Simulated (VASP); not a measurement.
# K2Zn3 (P-3m1) in VASP: single point with PBE

Aim: the single point of K2Zn3 with PBE.

All numbers are computed with VASP 6.6.1; they aren't measurements. Logs are shortened: lines on timing, memory, paths and dates and some standing lists are left out, and cuts for length are marked.

## (1) The cell of the first run

The structure is trigonal, space group P-3m1 (No. 164). Conventional cell: a = 3.863 Å, b = 3.863 Å, c = 14.113 Å, α = 90.00°, β = 90.00°, γ = 120.00°. K (site symmetry 3m) has 6 Zn at 3.74 Å and 6 K at 3.86 Å within 4.9 Å. Zn (site symmetry 3m) has 9 Zn at 3.08 to 3.86 Å and 3 K at 3.74 Å within 4.1 Å. Zn (site symmetry -3m) has 6 K at 3.74 Å and 6 Zn at 3.86 Å within 4.9 Å.

## (2) Single point, PBE

Input file INCAR:

```
  ALGO = Normal
  EDIFF = 1E-7
  ENCUT = 520
  GGA = PE
  ISIF = 2
  ISMEAR = 0
  LASPH = T
  LCHARG = T
  LELF = T
  LREAL = F
  LVHAR = T
  LWAVE = F
  NBANDS = 35
  NELM = 100
  PREC = Accurate
  SIGMA = 0.1
```

Input file KPOINTS:

```
k-points
0
Gamma
  6 6 2
```

Input file POSCAR:

```
K2Zn3
1.0
    3.8626986400      0.0000000000      0.0000000000
   -1.9313493200      3.3451951500      0.0000000000
    0.0000000000      0.0000000000     14.1125004700
K Zn
2 3
Direct
    0.6666666700      0.3333333300      0.7876348000
    0.3333333300      0.6666666700      0.2123652000
    0.3333333300      0.6666666700      0.5752695900
    0.0000000000      0.0000000000      0.0000000000
    0.6666666700      0.3333333300      0.4247304100
```

Potentials or basis: VASP PAW PBE potentials, release 64 (K_sv, Zn).

Started as:

```console
$ cat potpaw_PBE.64/K_sv/POTCAR potpaw_PBE.64/Zn/POTCAR > POTCAR
$ mpirun -np 1 vasp_std > vasp.out
```

OUTCAR:

```text
EDIFF = 1E-7
   ENCUT = 520
   GGA = PE
   ISIF = 2
   ISMEAR = 0
   LASPH = T
   LREAL = F
   NELM = 100
   PREC = Accurate

 ion  position               nearest neighbor table
   1  0.667  0.333  0.788-
   2  0.333  0.667  0.212-
   3  0.333  0.667  0.575-
   4  0.000  0.000  0.000-
   5  0.667  0.333  0.425-

  LATTYP: Found a hexagonal cell.
 ALAT       =     3.8626986400
 C/A-ratio  =     3.6535339112

  Lattice vectors:

 A1 = (   3.8626986400,   0.0000000000,   0.0000000000)
 A2 = (  -1.9313493200,   3.3451951500,   0.0000000000)
 A3 = (   0.0000000000,   0.0000000000,  14.1125004700)

Analysis of symmetry for initial positions (statically):
=====================================================================
 Subroutine PRICEL returns:
 Original cell was already a primitive cell.

 Routine SETGRP: Setting up the symmetry group for a
 hexagonal supercell.

 Subroutine GETGRP returns: Found 12 space group operations
 (whereof 12 operations were pure point group operations)
 out of a pool of 24 trial point group operations.

The static configuration has the point symmetry D_3d.

Analysis of symmetry for dynamics (positions and initial velocities):
=====================================================================
 Subroutine PRICEL returns:
 Original cell was already a primitive cell.

 Routine SETGRP: Setting up the symmetry group for a
 hexagonal supercell.

 Subroutine GETGRP returns: Found 12 space group operations
 (whereof 12 operations were pure point group operations)
 out of a pool of 24 trial point group operations.

The dynamic configuration has the point symmetry D_3d.

 Subroutine INISYM returns: Found 12 space group operations
 (whereof 12 operations are pure point group operations),
 and found     1 'primitive' translations

----------------------------------------------------------------------------------------

                                     Primitive cell

  volume of cell :     182.3544

  direct lattice vectors                    reciprocal lattice vectors
[... 77 lines left out ...]
   LNONCOLLINEAR =      F non collinear calculations
   LSORBIT =      F    spin-orbit coupling
   LASPH  =      T    aspherical Exc in radial PAW
   ENCUT  =  520.0 eV  38.22 Ry    6.18 a.u.   7.18  7.18 26.24*2*pi/ulx,y,z
   NELM   =    100;   NELMIN=  2; NELMDL= -5     # of ELM steps
   EDIFF  = 0.1E-06   stopping-criterion for ELM
   LREAL  =      F    real-space projection
   EDIFFG = 0.1E-05   stopping-criterion for IOM
   NSW    =      0    number of steps for IOM
   IBRION =     -1    ionic relax: 0-MD 1-quasi-New 2-CG
   NFREE  =      0    steps in history (QN), initial steepest desc. (CG)
   ISIF   =      2    stress and relaxation
   ISYM   =      2    0-nonsym 1-usesym 2-fastsym
   POTIM  = 0.5000    time-step for ionic-motion
   TEBEG  =    0.0;   TEEND  =   0.0 temperature during run
   PSTRESS=    0.0 pullay stress
   NELECT =      54.0000    total number of electrons
   NUPDOWN=      -1.0000    fix difference up-down
   EMIN   =  10.00;   EMAX   =-10.00  energy-range for DOS
   EFERMI =   0.00;   METHOD = LEGACY
   ISMEAR =     0;   SIGMA  =   0.10  broadening in eV -4-tet -1-fermi 0-gaus
   EFERMI_NEDOS =   21; number of points for ismear=-14 and -15
   IALGO  =     38    algorithm
   IMIX   =      4    mixing-type and parameters
     AMIX     =   0.40;   BMIX     =  1.00
     AMIX_MAG =   1.60;   BMIX_MAG =  1.00
  volume/ion in A,a.u.               =      36.47       246.12
  Fermi-wavevector in a.u.,A,eV,Ry     =   1.091191  2.062051 16.200419  1.190697
  Thomas-Fermi vector in A             =   2.227431
   LORBIT       =      0    0 simple, 1 ext, 2 COOP (PROOUT), +10 PAW based schemes
   GGA     = PE    functional components
   LHFCALC =     F    Hartree Fock is set to
   AEXX    =    0.0000 exact exchange contribution
   IVDW    =     0    specifies the selected vdW correction
   LEPSILON=     F    determine dielectric tensor
   LRPA    =     F    only Hartree local field effects (RPA)
 non-spin polarized calculation
 Gauss-broadening in eV      SIGMA  =   0.10
  energy-cutoff  :      520.00
  volume of cell :      182.35
 maximum number of plane-waves:      4926
 NGX is ok and might be reduce to    30
   NGX = 15   NGY = 15   NGZ = 53

 number of electron      54.0000017 magnetization

 Free energy of the ion-electron system (eV)
  ---------------------------------------------------
  ext. energy  EPLUGINS =         0.00000000
  ---------------------------------------------------
  free energy    TOTEN  =        -3.67749184 eV

  energy without entropy =       -3.65847184  energy(sigma->0) =       -3.66798184

 E-fermi :   0.4380     XC(G=0):  -7.5811

 val. band max:        0.3757405807   @ k =   0.3333   0.1667   0.0000
 cond. band min:       0.4773823648   @ k =   0.3333   0.0000   0.0000
 fundamental gap:      0.1016417841
 Fermi energy:         0.4379852166

 k-point     1 :       0.0000    0.0000    0.0000
  band No.  band energies     occupation
      1     -31.4259      2.00000
      2     -31.4259      2.00000
      3     -14.8661      2.00000
      4     -14.8625      2.00000
      5     -14.8007      2.00000
      6     -14.8007      2.00000
[... 521 lines left out ...]
     34       3.3832      0.00000
     35       3.3832      0.00000

------------------------ aborting loop because EDIFF is reached ----------------------------------------

  FORCE on cell =-STRESS in cart. coord.  units (eV):
  Direction    XX          YY          ZZ          XY          YZ          ZX
  --------------------------------------------------------------------------------------
  -------------------------------------------------------------------------------------
  Total       -0.3417611     -0.3417611     -2.8467349      0.0000000      0.0000000      0.0000000
  in kB       -3.0027343     -3.0027343    -25.0115927      0.0000000      0.0000000      0.0000000
  external PRESSURE =     -10.3390204 kB  Pullay stress =       0.0000000 kB

 VOLUME and BASIS-vectors are now :
 -----------------------------------------------------------------------------
  energy-cutoff  :      520.00
  volume of cell :      182.35
      direct lattice vectors                 reciprocal lattice vectors
     3.862698640  0.000000000  0.000000000     0.258886362  0.149468111  0.000000000
    -1.931349320  3.345195150  0.000000000     0.000000000  0.298936222  0.000000000
     0.000000000  0.000000000 14.112500470     0.000000000  0.000000000  0.070859165

 POSITION                                       TOTAL-FORCE (eV/Angst)
 -----------------------------------------------------------------------------------
      1.93135      1.11507     11.11550        -0.000000      0.000000     -0.128392
     -0.00000      2.23013      2.99700         0.000000      0.000000      0.128392
     -0.00000      2.23013      8.11849        -0.000000     -0.000000     -0.278655
      0.00000      0.00000      0.00000        -0.000000      0.000000      0.000000
      1.93135      1.11507      5.99401         0.000000      0.000000      0.278655
 -----------------------------------------------------------------------------------
    total drift:                               -0.000000      0.000000      0.000000

  FREE ENERGIE OF THE ION-ELECTRON SYSTEM (eV)
  ---------------------------------------------------
  free  energy   TOTEN  =        -3.6774918408 eV

  energy  without entropy=       -3.6584718437  energy(sigma->0) =       -3.66798184
```

OSZICAR:

```text
N       E                     dE             d eps       ncg     rms          rms(c)
DAV:   1     0.406671996213E+03    0.40667E+03   -0.24758E+04   980   0.162E+03
DAV:   2     0.386846955106E+02   -0.36799E+03   -0.35675E+03   988   0.388E+02
DAV:   3    -0.236015084743E+00   -0.38921E+02   -0.38677E+02  1123   0.131E+02
DAV:   4    -0.367417555812E+01   -0.34382E+01   -0.34249E+01  1512   0.213E+01
DAV:   5    -0.374590417947E+01   -0.71729E-01   -0.71682E-01  1359   0.314E+00    0.456E+00
DAV:   6    -0.367843576147E+01    0.67468E-01   -0.44938E-01  1405   0.510E+00    0.288E+00
DAV:   7    -0.368374303667E+01   -0.53073E-02   -0.12897E-01  1159   0.138E+00    0.950E-01
DAV:   8    -0.368036185736E+01    0.33812E-02   -0.11792E-01  1161   0.764E-01    0.324E-01
DAV:   9    -0.367731827135E+01    0.30436E-02   -0.31712E-02  1142   0.327E-01    0.801E-02
DAV:  10    -0.367743128540E+01   -0.11301E-03   -0.12667E-03  1066   0.126E-01    0.411E-02
DAV:  11    -0.367747608389E+01   -0.44798E-04   -0.22147E-04  1197   0.467E-02    0.165E-02
DAV:  12    -0.367749188702E+01   -0.15803E-04   -0.32693E-05  1111   0.240E-02    0.362E-03
DAV:  13    -0.367749205347E+01   -0.16646E-06   -0.43566E-06  1293   0.798E-03    0.192E-03
DAV:  14    -0.367749186593E+01    0.18754E-06   -0.68926E-07  1045   0.273E-03    0.557E-04
DAV:  15    -0.367749184076E+01    0.25176E-07   -0.36127E-08   623   0.943E-04
   1 F= -.36774918E+01 E0= -.36679818E+01  d E =-.190200E-01
```

stdout:

```text
POSCAR found type information on POSCAR K Zn
 POSCAR found :  2 types and       5 ions
 scaLAPACK will be used
 LDA part: xc-table for (Slater+PW92), standard interpolation
 POSCAR, INCAR and KPOINTS ok, starting setup
 FFT: planning ... GRIDC
 FFT: planning ... GRID_SOFT
 FFT: planning ... GRID
 WAVECAR not read
 entering main loop
```

Wall time 2 min (1 thread of AMD EPYC 7R13 (Zen 3), shared host); peak memory 0.29 GiB.

Results:

- Free energy: -3.6775 eV
- Pressure: -1.0 GPa
- Largest force: 0.279 eV/Å
- Band gap on the k mesh: zero (band 27 reaches 0.62 eV, above the bottom of band 28 at -0.39 eV)

Forces on the atoms (eV/Å):
```
K    0.000  0.000 -0.128
K    0.000  0.000  0.128
Zn   0.000  0.000 -0.279
Zn   0.000  0.000  0.000
Zn   0.000  0.000  0.279
```
